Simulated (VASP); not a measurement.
# ZnOs3 (Pm-3m) in VASP: notebook, part 2 of 2

VASP 6.6.1. The steps go on from the part before.

## 3. Relaxation of cell and atoms, PBE

This run uses another cell than the first one, of 13.20 Å³/atom, 0.918 times its volume.

The input, INCAR:

```
PREC = Accurate
ENCUT = 600
EDIFF = 1E-6
ISMEAR = 0
SIGMA = 0.1
LREAL = False
LASPH = True
NELM = 100
ALGO = Fast
ISIF = 3
LWAVE = False
LCHARG = False
GGA = PE
IBRION = 2
NSW = 90
EDIFFG = -0.04
```

The input, KPOINTS:

```
Automatic mesh
0
Gamma
  4 4 4
```

The input, POSCAR:

```
ZnOs3
1.0
    3.7512703461      0.0000000000      0.0000000000
    0.0000000000      3.7512703461      0.0000000000
    0.0000000000      0.0000000000      3.7512703461
Zn Os
1 3
Direct
    0.0000000000      0.0000000000      0.0000000000
    0.0000000000      0.5000000000      0.5000000000
    0.5000000000      0.0000000000      0.5000000000
    0.5000000000      0.5000000000      0.0000000000
```

Potentials or basis: VASP PAW PBE potentials, release 64 (Zn, Os).

Command:

```bash
$ cat potpaw_PBE.64/Zn/POTCAR potpaw_PBE.64/Os/POTCAR > POTCAR
$ mpirun -np 1 vasp_std > vasp.out
```

OUTCAR:

```text
PREC = Accurate
   ENCUT = 600
   EDIFF = 1E-6
   ISMEAR = 0
   LREAL = False
   LASPH = True
   NELM = 100
   ISIF = 3
   GGA = PE
   IBRION = 2
   NSW = 90
   EDIFFG = -0.04

 ion  position               nearest neighbor table
   1  0.000  0.000  0.000-   2 2.65   3 2.65   4 2.65   2 2.65   3 2.65   2 2.65   4 2.65   2 2.65
                             3 2.65   4 2.65   3 2.65   4 2.65
   2  0.000  0.500  0.500-   1 2.65   3 2.65   4 2.65   1 2.65   4 2.65   1 2.65   3 2.65   1 2.65
                             3 2.65   4 2.65   4 2.65   3 2.65
   3  0.500  0.000  0.500-   1 2.65   2 2.65   4 2.65   1 2.65   4 2.65   2 2.65   4 2.65   4 2.65
                             1 2.65   2 2.65   1 2.65   2 2.65
   4  0.500  0.500  0.000-   1 2.65   2 2.65   3 2.65   2 2.65   3 2.65   1 2.65   3 2.65   3 2.65
                             1 2.65   2 2.65   2 2.65   1 2.65

  LATTYP: Found a simple cubic cell.
 ALAT       =     3.7512703461

  Lattice vectors:

 A1 = (   3.7512703461,   0.0000000000,   0.0000000000)
 A2 = (   0.0000000000,   3.7512703461,   0.0000000000)
 A3 = (   0.0000000000,   0.0000000000,   3.7512703461)

Analysis of symmetry for initial positions (statically):
=====================================================================
 Subroutine PRICEL returns:
 Original cell was already a primitive cell.

 Routine SETGRP: Setting up the symmetry group for a
 simple cubic supercell.

 Subroutine GETGRP returns: Found 48 space group operations
 (whereof 48 operations were pure point group operations)
 out of a pool of 48 trial point group operations.

The static configuration has the point symmetry O_h .

Analysis of symmetry for dynamics (positions and initial velocities):
=====================================================================
 Subroutine PRICEL returns:
 Original cell was already a primitive cell.

 Routine SETGRP: Setting up the symmetry group for a
 simple cubic supercell.

 Subroutine GETGRP returns: Found 48 space group operations
 (whereof 48 operations were pure point group operations)
 out of a pool of 48 trial point group operations.

The dynamic configuration has the point symmetry O_h .

 Subroutine INISYM returns: Found 48 space group operations
 (whereof 48 operations are pure point group operations),
 and found     1 'primitive' translations

----------------------------------------------------------------------------------------

                                     Primitive cell

  volume of cell :      52.7880

  direct lattice vectors                    reciprocal lattice vectors
     3.751270346  0.000000000  0.000000000     0.266576362  0.000000000  0.000000000
     0.000000000  3.751270346  0.000000000     0.000000000  0.266576362  0.000000000
     0.000000000  0.000000000  3.751270346     0.000000000  0.000000000  0.266576362

  length of vectors
     3.751270346  3.751270346  3.751270346     0.266576362  0.266576362  0.266576362

  position of ions in fractional coordinates (direct lattice)
     0.000000000  0.000000000  0.000000000
     0.000000000  0.500000000  0.500000000
     0.500000000  0.000000000  0.500000000
     0.500000000  0.500000000  0.000000000

  ion indices of the primitive-cell ions
   primitive index   ion index
                 1           1
                 2           2
                 3           3
                 4           4

----------------------------------------------------------------------------------------

 KPOINTS: Automatic mesh

Automatic generation of k-mesh.
 Grid dimensions read from file:
 generate k-points for:    4    4    4

 Generating k-lattice:

  Cartesian coordinates                     Fractional coordinates (reciprocal lattice)
     0.066644090  0.000000000  0.000000000     0.250000000  0.000000000  0.000000000
     0.000000000  0.066644090  0.000000000     0.000000000  0.250000000  0.000000000
     0.000000000  0.000000000  0.066644090     0.000000000  0.000000000  0.250000000

  Length of vectors
     0.066644090  0.066644090  0.066644090

  Shift w.r.t. Gamma in fractional coordinates (k-lattice)
     0.000000000  0.000000000  0.000000000

 Subroutine IBZKPT returns following result:
 ===========================================

 Found     10 irreducible k-points:

 Following reciprocal coordinates:
            Coordinates               Weight
  0.000000  0.000000  0.000000      1.000000
  0.250000  0.000000  0.000000      6.000000
  0.500000  0.000000  0.000000      3.000000
  0.250000  0.250000  0.000000     12.000000
  0.500000  0.250000  0.000000     12.000000
  0.500000  0.500000  0.000000      3.000000
  0.250000  0.250000  0.250000      8.000000
  0.500000  0.250000  0.250000     12.000000
  0.500000  0.500000  0.250000      6.000000
  0.500000  0.500000  0.500000      1.000000
   k-points           NKPTS =     10   k-points in BZ     NKDIM =     10   number of bands    NBANDS=     22
   number of dos      NEDOS =    301   number of ions     NIONS =      4
   total plane-waves  NPLWV =  27000
   dimension x,y,z NGX =    30 NGY =   30 NGZ =   30
   dimension x,y,z NGXF=    60 NGYF=   60 NGZF=   60
   ions per type =               1   3
   NGX,Y,Z   is equivalent  to a cutoff of  13.30, 13.30, 13.30 a.u.
   NGXF,Y,Z  is equivalent  to a cutoff of  26.59, 26.59, 26.59 a.u.
 SYSTEM =  unknown system
   PREC   = accura    normal or accurate (medium, high low for compatibility)
   ISTART =      0    job   : 0-new  1-cont  2-samecut
   ICHARG =      2    charge: 1-file 2-atom 10-const
   ISPIN  =      1    spin polarized calculation?
   LNONCOLLINEAR =      F non collinear calculations
   LSORBIT =      F    spin-orbit coupling
   LASPH  =      T    aspherical Exc in radial PAW
   ENCUT  =  600.0 eV  44.10 Ry    6.64 a.u.   7.49  7.49  7.49*2*pi/ulx,y,z
   NELM   =    100;   NELMIN=  2; NELMDL= -5     # of ELM steps
   EDIFF  = 0.1E-05   stopping-criterion for ELM
   LREAL  =      F    real-space projection
   EDIFFG = -.4E-01   stopping-criterion for IOM
   NSW    =     90    number of steps for IOM
   IBRION =      2    ionic relax: 0-MD 1-quasi-New 2-CG
   NFREE  =      1    steps in history (QN), initial steepest desc. (CG)
   ISIF   =      3    stress and relaxation
   ISYM   =      2    0-nonsym 1-usesym 2-fastsym
   POTIM  = 0.5000    time-step for ionic-motion
   TEBEG  =    0.0;   TEEND  =   0.0 temperature during run
   PSTRESS=    0.0 pullay stress
   NELECT =      36.0000    total number of electrons
   NUPDOWN=      -1.0000    fix difference up-down
   EMIN   =  10.00;   EMAX   =-10.00  energy-range for DOS
   EFERMI =   0.00;   METHOD = LEGACY
   ISMEAR =     0;   SIGMA  =   0.10  broadening in eV -4-tet -1-fermi 0-gaus
   EFERMI_NEDOS =   21; number of points for ismear=-14 and -15
   IALGO  =     68    algorithm
   IMIX   =      4    mixing-type and parameters
     AMIX     =   0.40;   BMIX     =  1.00
     AMIX_MAG =   1.60;   BMIX_MAG =  1.00
  volume/ion in A,a.u.               =      13.20        89.06
  Fermi-wavevector in a.u.,A,eV,Ry     =   1.441000  2.723095 28.252237  2.076481
  Thomas-Fermi vector in A             =   2.559681
   LORBIT       =      0    0 simple, 1 ext, 2 COOP (PROOUT), +10 PAW based schemes
   GGA     = PE    functional components
   LHFCALC =     F    Hartree Fock is set to
   AEXX    =    0.0000 exact exchange contribution
   IVDW    =     0    specifies the selected vdW correction
   LEPSILON=     F    determine dielectric tensor
   LRPA    =     F    only Hartree local field effects (RPA)
 conjugate gradient relaxation of ions
 non-spin polarized calculation
 RMM-DIIS sequential band-by-band and
 Gauss-broadening in eV      SIGMA  =   0.10
  energy-cutoff  :      600.00
  volume of cell :       52.79
 maximum number of plane-waves:      1791
 NGX is ok and might be reduce to    30
   NGX = 15   NGY = 15   NGZ = 15

--------------------------------------- Ionic step        1  -------------------------------------------

 number of electron      36.0000028 magnetization

 Free energy of the ion-electron system (eV)
  ---------------------------------------------------
  ext. energy  EPLUGINS =         0.00000000
  ---------------------------------------------------
  free energy    TOTEN  =       -32.05231837 eV

  energy without entropy =      -32.00502342  energy(sigma->0) =      -32.02867090

------------------------ aborting loop because EDIFF is reached ----------------------------------------

  FORCE on cell =-STRESS in cart. coord.  units (eV):
  Direction    XX          YY          ZZ          XY          YZ          ZX
  --------------------------------------------------------------------------------------
  -------------------------------------------------------------------------------------
  Total       10.2391725     10.2391725     10.2391725     -0.0000000      0.0000000     -0.0000000
  in kB      310.7709021    310.7709021    310.7709021     -0.0000000      0.0000000     -0.0000000
  external PRESSURE =     310.7709021 kB  Pullay stress =       0.0000000 kB
[... 99 lines left out ...]
  energy  without entropy=      -32.4182165470  energy(sigma->0) =      -32.44576713

--------------------------------------- Ionic step        4  -------------------------------------------

 number of electron      35.9999969 magnetization

 Free energy of the ion-electron system (eV)
  ---------------------------------------------------
  ext. energy  EPLUGINS =         0.00000000
  ---------------------------------------------------
  free energy    TOTEN  =       -32.47820202 eV

  energy without entropy =      -32.42357628  energy(sigma->0) =      -32.45088915

 E-fermi :   7.3474     XC(G=0): -13.3963

 val. band max:        7.2994857860   @ k =   0.5000   0.5000   0.5000
 cond. band min:       7.3627882567   @ k =   0.2500   0.2500   0.2500
 fundamental gap:      0.0633024707
 Fermi energy:         7.3473645498

 k-point     1 :       0.0000    0.0000    0.0000
  band No.  band energies     occupation
      1      -3.1253      2.00000
      2      -0.4585      2.00000
      3      -0.4585      2.00000
      4      -0.1952      2.00000
      5      -0.1952      2.00000
      6      -0.1952      2.00000
[... 270 lines left out ...]
  FREE ENERGIE OF THE ION-ELECTRON SYSTEM (eV)
  ---------------------------------------------------
  free  energy   TOTEN  =       -32.4782020248 eV

  energy  without entropy=      -32.4235762793  energy(sigma->0) =      -32.45088915

 reached required accuracy - stopping structural energy minimisation
```

OSZICAR:

```text
N       E                     dE             d eps       ncg     rms          rms(c)
DAV:   1     0.330232741624E+03    0.33023E+03   -0.19103E+04   440   0.222E+03
DAV:   2     0.212571043500E+01   -0.32811E+03   -0.31951E+03   440   0.558E+02
DAV:   3    -0.323384453055E+02   -0.34464E+02   -0.33037E+02   564   0.157E+02
[... 67 lines left out ...]
RMM:   5    -0.324782677877E+02    0.33438E-04   -0.51836E-04   473   0.176E-01    0.784E-02
RMM:   6    -0.324782094292E+02    0.58358E-04   -0.31743E-04   472   0.134E-01    0.461E-02
RMM:   7    -0.324782031865E+02    0.62427E-05   -0.84640E-05   457   0.101E-01    0.107E-02
RMM:   8    -0.324782024325E+02    0.75394E-06   -0.11265E-05   374   0.196E-02    0.710E-03
RMM:   9    -0.324782020248E+02    0.40769E-06   -0.59727E-06   354   0.191E-02
   4 F= -.32478202E+02 E0= -.32450889E+02  d E =-.425884E+00
```

Run time: 2.4 min. Hardware: 1 thread of AMD EPYC 7R13, shared host; peak memory 0.15 GiB.

Results:

```yaml
Free_energy: -32.4782 eV
Relaxed_volume: 14.41 Å³/atom
Relaxed_cell: a = 3.863 Å, b = 3.863 Å, c = 3.863 Å, α = 90.00°, β = 90.00°, γ = 90.00°
Space_group_after_relaxing_to_0.05_Å: Pm-3m (No. 221)
Energy_gained_by_relaxing: 106.5 meV/atom
Ionic_steps: 4
Pressure_after_relaxing: -0.4 GPa
Band_gap_on_the_k_mesh: zero (band 18 reaches 8.58 eV, above the bottom of band 19 at 6.79 eV)
```

Step by step:
```csv
step,energy change (eV),largest force (eV/Å),pressure (GPa),volume (Å³)
1,0.0000,0.0000,31.08,52.79
2,2.3703,0.0000,-39.67,74.86
3,-0.4210,0.0000,-2.75,58.13
4,-0.4259,0.0000,-0.43,57.64
```

Final structure:
```xyz
4
Lattice="3.8629 0.0000 0.0000 0.0000 3.8629 0.0000 0.0000 0.0000 3.8629" Properties=species:S:1:pos:R:3 pbc="T T T"
Zn    0.0000    0.0000    0.0000
Os    0.0000    1.9315    1.9315
Os    1.9315    0.0000    1.9315
Os    1.9315    1.9315    0.0000
```

Caveat: the k points lie up to 0.41 Å⁻¹ apart in the final cell; spin-orbit coupling is left out, which moves the levels of the heavy elements.
